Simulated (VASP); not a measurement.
Al: single point with PBEsol

The system is Al.

```
Al
1.0
     2.77882    0.00000    0.00000
    -1.38941    2.40653    0.00000
     0.00000    0.00000    4.63732
Al
2
Direct
  0.66667 0.33333 0.75000
  0.33333 0.66667 0.25000
```

This cell differs from its parent crystal: strain -0.025 along x and y, +0.000 along z.

```
Program                : VASP 6.6.1
Task                   : single point
Functional             : PBEsol
Potentials or basis    : VASP PAW PBE potentials, release 64 (Al)
Cutoff                 : 520 eV
k mesh                 : 24 × 24 × 14
Occupations            : gaussian, width 0.15 eV
Spin                   : no spin polarisation
Dipole correction      : no
Further INCAR settings : ALGO = Fast; EDIFF = 1e-06; NBANDS = 10
```

```
Pressure               : 4.6 GPa
Band gap on the k mesh : zero (bands 3 and 4 overlap by 7.32 eV)
```

Stress tensor (GPa, compression positive):
```
4.90 0.00 0.00
0.00 4.90 0.00
0.00 0.00 4.07
```

Levels at points of the mesh, in eV from the Fermi level:
| k point | band 1 | band 2 | band 3 | band 4 | band 5 | band 6 | band 7 |
| --- | --- | --- | --- | --- | --- | --- | --- |
| (0.00, 0.00, 0.00) | -11.56 | -4.96 | -4.73 | 11.45 | 11.45 | 11.60 | 11.60 |
| (0.50, 0.00, 0.00) | -5.38 | -5.31 | 0.60 | 1.05 | 1.38 | 1.77 | 6.16 |
| (0.00, 0.00, 0.50) | -9.85 | -9.85 | 3.16 | 3.16 | 12.46 | 12.46 | 12.46 |
| (0.50, 0.00, 0.50) | -4.08 | -4.08 | -3.24 | -3.24 | 7.61 | 7.61 | 7.68 |

Wall time 3.1 min on 1 thread of Intel Xeon 8259CL, on a shared host, peak memory 0.24 GiB.

Caveat: the cell differs from its parent crystal (strain -0.025 along x and y, +0.000 along z); the cell stands under pressure; the PAW data sets were made with another functional, which shifts forces and pressure a little.
